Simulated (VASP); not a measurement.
# CuO (C2/c) in VASP: single point with r2SCAN+U

Aim: the single point of CuO with r2SCAN+U.

All numbers are computed with VASP 6.6.1; they aren't measurements. Logs are shortened: lines on timing, memory, paths and dates and some standing lists are left out, and cuts for length are marked.

### 1 The cell of the first run

The structure is monoclinic, space group C2/c (No. 15). Conventional cell: a = 4.670 Å, b = 3.430 Å, c = 5.120 Å, α = 90.00°, β = 99.53°, γ = 90.00°. Within 2.6 Å of Cu (site symmetry -1) lie 4 O at 1.95 to 1.96 Å. Within 2.9 Å of O (site symmetry 2) lie 6 Cu at 1.95 to 2.79 Å and 6 O at 2.62 to 2.90 Å.

### 2 Single point, r2SCAN+U, collinear spin

File POSCAR:

```
CuO
1.0
    2.3350000000     -1.7150000000      0.0000000000
    2.3350000000      1.7150000000      0.0000000000
   -0.8476900000      0.0000000000      5.0493400000
Cu O
2 2
Direct
    0.0000000000      0.5000000000      0.0000000000
    0.5000000000      0.0000000000      0.5000000000
    0.5800000000      0.4200000000      0.2500000000
    0.4200000000      0.5800000000      0.7500000000
```

File INCAR.step1:

```
ALGO = Normal
EDIFF = 1E-4
ENCUT = 520
GGA = PE
ISMEAR = -1
ISPIN = 2
LASPH = True
LCHARG = False
LDAU = True
LDAUJ = 0 0
LDAUL = 2 -1
LDAUTYPE = 2
LDAUU = 4 0
LMAXMIX = 4
LREAL = False
LWAVE = True
MAGMOM = 1 1 0 0
NBANDS = 29
NELM = 150
PREC = Accurate
SIGMA = 0.05
```

File INCAR.step2:

```
ALGO = Normal
EDIFF = 1E-6
ENCUT = 520
ISIF = 2
ISMEAR = -1
ISPIN = 2
ISTART = 1
LASPH = True
LCHARG = False
LDAU = True
LDAUJ = 0 0
LDAUL = 2 -1
LDAUPRINT = 1
LDAUTYPE = 2
LDAUU = 4 0
LMAXMIX = 4
LMIXTAU = True
LORBIT = 11
LREAL = False
LWAVE = False
MAGMOM = 1 1 0 0
METAGGA = R2SCAN
NBANDS = 29
NELM = 150
PREC = Accurate
SIGMA = 0.05
```

File KPOINTS:

```
k-points
0
Gamma
  8 8 4
```

Potentials or basis: VASP PAW PBE potentials, release 64 (Cu, O).

Run with:

```bash
$ cat potpaw_PBE.64/Cu/POTCAR potpaw_PBE.64/O/POTCAR > POTCAR
$ cp INCAR.step1 INCAR
$ mpirun -np 1 vasp_std > vasp.out
$ cp INCAR.step2 INCAR
$ mpirun -np 1 vasp_std > vasp.out
```

OUTCAR:

```text
EDIFF = 1E-6
   ENCUT = 520
   ISIF = 2
   ISMEAR = -1
   ISPIN = 2
   ISTART = 1
   LASPH = True
   LORBIT = 11
   LREAL = False
   METAGGA = R2SCAN
   NELM = 150
   PREC = Accurate

 ion  position               nearest neighbor table
   1  0.000  0.500  0.000-   3 1.95   4 1.95   4 1.96   3 1.96
   2  0.500  0.000  0.500-   4 1.95   3 1.95   4 1.96   3 1.96
   3  0.580  0.420  0.250-   2 1.95   1 1.95   2 1.96   1 1.96
   4  0.420  0.580  0.750-   1 1.95   2 1.95   2 1.96   1 1.96

  LATTYP: Found a base centered monoclinic cell.
 ALAT       =     4.6700000000
 B/A-ratio  =     0.7344753747
 C/A-ratio  =     1.0963600101
 COS(beta)  =    -0.1655644128

  Lattice vectors:

 A1 = (   2.3350000000,  -1.7150000000,   0.0000000000)
 A2 = (   2.3350000000,   1.7150000000,   0.0000000000)
 A3 = (  -0.8476900000,   0.0000000000,   5.0493400000)

Analysis of symmetry for initial positions (statically):
=====================================================================
 Subroutine PRICEL returns:
 Original cell was already a primitive cell.

 Routine SETGRP: Setting up the symmetry group for a
 base centered monoclinic supercell.

 Subroutine GETGRP returns: Found  4 space group operations
 (whereof  2 operations were pure point group operations)
 out of a pool of  4 trial point group operations.

The static configuration has the point symmetry S_2 .
 The point group associated with its full space group is C_2h.

Analysis of symmetry for dynamics (positions and initial velocities):
=====================================================================
 Subroutine PRICEL returns:
 Original cell was already a primitive cell.

 Routine SETGRP: Setting up the symmetry group for a
 base centered monoclinic supercell.

 Subroutine GETGRP returns: Found  4 space group operations
 (whereof  2 operations were pure point group operations)
 out of a pool of  4 trial point group operations.

The dynamic configuration has the point symmetry S_2 .
 The point group associated with its full space group is C_2h.

Analysis of structural, dynamic, and magnetic symmetry:
=====================================================================
 Subroutine PRICEL returns:
 Original cell was already a primitive cell.

 Routine SETGRP: Setting up the symmetry group for a
 base centered monoclinic supercell.

 Subroutine GETGRP returns: Found  4 space group operations
 (whereof  2 operations were pure point group operations)
 out of a pool of  4 trial point group operations.

The overall configuration has the point symmetry S_2 .
 The point group associated with its full space group is C_2h.

 Subroutine INISYM returns: Found  4 space group operations
 (whereof  2 operations are pure point group operations),
 and found     1 'primitive' translations

----------------------------------------------------------------------------------------

                                     Primitive cell

  volume of cell :      40.4404

  direct lattice vectors                    reciprocal lattice vectors
     2.335000000 -1.715000000  0.000000000     0.214132762 -0.291545190  0.035948897
     2.335000000  1.715000000  0.000000000     0.214132762  0.291545190  0.035948897
    -0.847690000  0.000000000  5.049340000     0.000000000  0.000000000  0.198045685

[... 147 lines left out ...]
 -0.0168 -0.0914 -0.0002  0.1289  0.9284

 occupancies and eigenvectors

  o =  0.3300  v =  0.0000  0.0000  0.0000  0.0000  0.0000  0.1078  0.5581 -0.0105 -0.7816  0.2566      0.0000  0.0000  0.0000  0.0000  0.0000  0.0000  0.0000  0.0000  0.0000  0.0000
  o =  0.9535  v =  0.0000  0.0000  0.0000  0.0000  0.0000  0.8448  0.1804 -0.4424  0.2167 -0.1053      0.0000  0.0000  0.0000  0.0000  0.0000  0.0000  0.0000  0.0000  0.0000  0.0000
  o =  0.9633  v =  0.8622  0.1544 -0.4410  0.1872 -0.0574  0.0000  0.0000  0.0000  0.0000  0.0000      0.0000  0.0000  0.0000  0.0000  0.0000  0.0000  0.0000  0.0000  0.0000  0.0000
  o =  0.9704  v =  0.0000  0.0000  0.0000  0.0000  0.0000  0.0633  0.2025  0.2113  0.4301  0.8517      0.0000  0.0000  0.0000  0.0000  0.0000  0.0000  0.0000  0.0000  0.0000  0.0000
  o =  0.9712  v =  0.0000  0.0000  0.0000  0.0000  0.0000 -0.1704  0.7595  0.2695  0.3758 -0.4245      0.0000  0.0000  0.0000  0.0000  0.0000  0.0000  0.0000  0.0000  0.0000  0.0000
  o =  0.9754  v =  0.0606 -0.6920 -0.3375 -0.5817 -0.2553  0.0000  0.0000  0.0000  0.0000  0.0000      0.0000  0.0000  0.0000  0.0000  0.0000  0.0000  0.0000  0.0000  0.0000  0.0000
  o =  0.9764  v = -0.1236  0.3746 -0.0117 -0.0490 -0.9175  0.0000  0.0000  0.0000  0.0000  0.0000      0.0000  0.0000  0.0000  0.0000  0.0000  0.0000  0.0000  0.0000  0.0000  0.0000
  o =  0.9800  v =  0.0000  0.0000  0.0000  0.0000  0.0000  0.4916 -0.1952  0.8288 -0.1261 -0.1320      0.0000  0.0000  0.0000  0.0000  0.0000  0.0000  0.0000  0.0000  0.0000  0.0000
  o =  0.9816  v = -0.4808  0.1885 -0.8315  0.1446  0.1446  0.0000  0.0000  0.0000  0.0000  0.0000      0.0000  0.0000  0.0000  0.0000  0.0000  0.0000  0.0000  0.0000  0.0000  0.0000
  o =  1.0309  v = -0.0807 -0.5670  0.0076  0.7767 -0.2622  0.0000  0.0000  0.0000  0.0000  0.0000      0.0000  0.0000  0.0000  0.0000  0.0000  0.0000  0.0000  0.0000  0.0000  0.0000

atom =   2  type =  1  l = 2

 onsite density matrix

spin component  1

  0.9682  0.0003 -0.0070  0.0058 -0.0015
  0.0003  0.9933  0.0004  0.0246 -0.0082
 -0.0070  0.0004  0.9773  0.0006 -0.0011
  0.0058  0.0246  0.0006  1.0085 -0.0110
 -0.0015 -0.0082 -0.0011 -0.0110  0.9802

spin component  2

  0.9532 -0.0421 -0.0109 -0.0502  0.0168
 -0.0421  0.7712 -0.0037 -0.2791  0.0914
 -0.0109 -0.0037  0.9737 -0.0046 -0.0002
 -0.0502 -0.2791 -0.0046  0.5787  0.1289
  0.0168  0.0914 -0.0002  0.1289  0.9284

 occupancies and eigenvectors

  o =  0.3300  v =  0.0000  0.0000  0.0000  0.0000  0.0000 -0.1078 -0.5581 -0.0105 -0.7816  0.2566      0.0000  0.0000  0.0000  0.0000  0.0000  0.0000  0.0000  0.0000  0.0000  0.0000
  o =  0.9535  v =  0.0000  0.0000  0.0000  0.0000  0.0000 -0.8448 -0.1804 -0.4424  0.2167 -0.1053      0.0000  0.0000  0.0000  0.0000  0.0000  0.0000  0.0000  0.0000  0.0000  0.0000
  o =  0.9633  v =  0.8622  0.1544  0.4410 -0.1872  0.0574  0.0000  0.0000  0.0000  0.0000  0.0000      0.0000  0.0000  0.0000  0.0000  0.0000  0.0000  0.0000  0.0000  0.0000  0.0000
  o =  0.9704  v =  0.0000  0.0000  0.0000  0.0000  0.0000 -0.0633 -0.2025  0.2113  0.4301  0.8517      0.0000  0.0000  0.0000  0.0000  0.0000  0.0000  0.0000  0.0000  0.0000  0.0000
  o =  0.9712  v =  0.0000  0.0000  0.0000  0.0000  0.0000  0.1704 -0.7595  0.2695  0.3758 -0.4245      0.0000  0.0000  0.0000  0.0000  0.0000  0.0000  0.0000  0.0000  0.0000  0.0000
  o =  0.9754  v = -0.0606  0.6920 -0.3375 -0.5817 -0.2553  0.0000  0.0000  0.0000  0.0000  0.0000      0.0000  0.0000  0.0000  0.0000  0.0000  0.0000  0.0000  0.0000  0.0000  0.0000
  o =  0.9764  v =  0.1236 -0.3746 -0.0117 -0.0490 -0.9175  0.0000  0.0000  0.0000  0.0000  0.0000      0.0000  0.0000  0.0000  0.0000  0.0000  0.0000  0.0000  0.0000  0.0000  0.0000
  o =  0.9800  v =  0.0000  0.0000  0.0000  0.0000  0.0000 -0.4916  0.1952  0.8288 -0.1261 -0.1320      0.0000  0.0000  0.0000  0.0000  0.0000  0.0000  0.0000  0.0000  0.0000  0.0000
  o =  0.9816  v = -0.4808  0.1885  0.8315 -0.1446 -0.1446  0.0000  0.0000  0.0000  0.0000  0.0000      0.0000  0.0000  0.0000  0.0000  0.0000  0.0000  0.0000  0.0000  0.0000  0.0000
  o =  1.0309  v =  0.0807  0.5670  0.0076  0.7767 -0.2622  0.0000  0.0000  0.0000  0.0000  0.0000      0.0000  0.0000  0.0000  0.0000  0.0000  0.0000  0.0000  0.0000  0.0000  0.0000

 number of electron      34.0000003 magnetization       1.9999992

 Free energy of the ion-electron system (eV)
  ---------------------------------------------------
  ext. energy  EPLUGINS =         0.00000000
  ---------------------------------------------------
  free energy    TOTEN  =       -34.55616726 eV

  energy without entropy =      -34.55616686  energy(sigma->0) =      -34.55616706

 E-fermi :   5.5654     XC(G=0): -12.6026

 val. band max:        5.0717617776   @ k =   0.5000   0.5000   0.0000
 cond. band min:       6.1289956676   @ k =  -0.3750   0.3750   0.0000
 fundamental gap:      1.0572338900
 Fermi energy:         5.5653706885

 spin component 1

 k-point     1 :       0.0000    0.0000    0.0000
  band No.  band energies     occupation
      1     -15.4580      1.00000
      2     -14.1286      1.00000
      3      -3.2979      1.00000
      4      -2.5477      1.00000
      5      -2.1520      1.00000
      6      -0.2609      1.00000
[... 1529 lines left out ...]
     28      26.3887      0.00000
     29      27.7522      0.00000

 [... further k-points ...]

------------------------ aborting loop because EDIFF is reached ----------------------------------------

  FORCE on cell =-STRESS in cart. coord.  units (eV):
  Direction    XX          YY          ZZ          XY          YZ          ZX
  --------------------------------------------------------------------------------------
  -------------------------------------------------------------------------------------
  Total       -0.4093116     -0.0980321     -0.0582224      0.0000000      0.0000000      0.2210631
  in kB      -16.2161970     -3.8838554     -2.3066683      0.0000000      0.0000000      8.7581268
  external PRESSURE =      -7.4689069 kB  Pullay stress =       0.0000000 kB

 VOLUME and BASIS-vectors are now :
 -----------------------------------------------------------------------------
  energy-cutoff  :      520.00
  volume of cell :       40.44
      direct lattice vectors                 reciprocal lattice vectors
     2.335000000 -1.715000000  0.000000000     0.214132762 -0.291545190  0.035948897
     2.335000000  1.715000000  0.000000000     0.214132762  0.291545190  0.035948897
    -0.847690000  0.000000000  5.049340000     0.000000000  0.000000000  0.198045685

 POSITION                                       TOTAL-FORCE (eV/Angst)
 -----------------------------------------------------------------------------------
      1.16750      0.85750      0.00000         0.000000      0.000000      0.000000
      0.74365     -0.85750      2.52467         0.000000     -0.000000      0.000000
      2.12308     -0.27440      1.26233        -0.000000      0.001050     -0.000000
      1.69923      0.27440      3.78700         0.000000     -0.001050      0.000000
 -----------------------------------------------------------------------------------
    total drift:                               -0.000000     -0.000000     -0.000000

  FREE ENERGIE OF THE ION-ELECTRON SYSTEM (eV)
  ---------------------------------------------------
  free  energy   TOTEN  =       -34.5561672574 eV

  energy  without entropy=      -34.5561668587  energy(sigma->0) =      -34.55616706

 total charge

# of ion       s       p       d       tot
------------------------------------------
    1        0.382   0.410   9.113   9.905
    2        0.382   0.410   9.113   9.905
    3        1.560   3.485   0.000   5.044
    4        1.560   3.485   0.000   5.044
--------------------------------------------------
tot          3.883   7.789  18.225  29.897

 magnetization (x)

# of ion       s       p       d       tot
------------------------------------------
    1       -0.007  -0.001   0.723   0.715
    2       -0.007  -0.001   0.723   0.715
    3        0.020   0.245   0.000   0.264
    4        0.020   0.245   0.000   0.264
--------------------------------------------------
tot          0.025   0.488   1.446   1.959
```

Wall time 6.6 min (1 thread of Intel Xeon Platinum 8124M at 3.00GHz (Skylake/Cascade Lake), shared host); peak memory 0.28 GiB.

Results:

```
Free energy                                           : -34.5562 eV
Pressure                                              : -0.7 GPa
Band gap on the k mesh                                : 1.06 eV (least direct gap 1.12 eV)
Net moment                                            : 2.00 μB per cell
Site moments                                          : Cu +0.71; O +0.26 μB
Valence electrons inside the program's atomic spheres : Cu 9.90; O 5.04
```

Eigenvalues of the final occupation matrices:
```tsv
site	spin	trace	eigenvalues
site 1 d	1	4.93	0.96 0.98 0.98 0.98 1.03
site 1 d	2	4.21	0.33 0.95 0.97 0.97 0.98
site 2 d	1	4.93	0.96 0.98 0.98 0.98 1.03
site 2 d	2	4.21	0.33 0.95 0.97 0.97 0.98
```

Caveat: the PAW data sets were made with another functional, which shifts forces and pressure a little. A k mesh can miss the band edges.
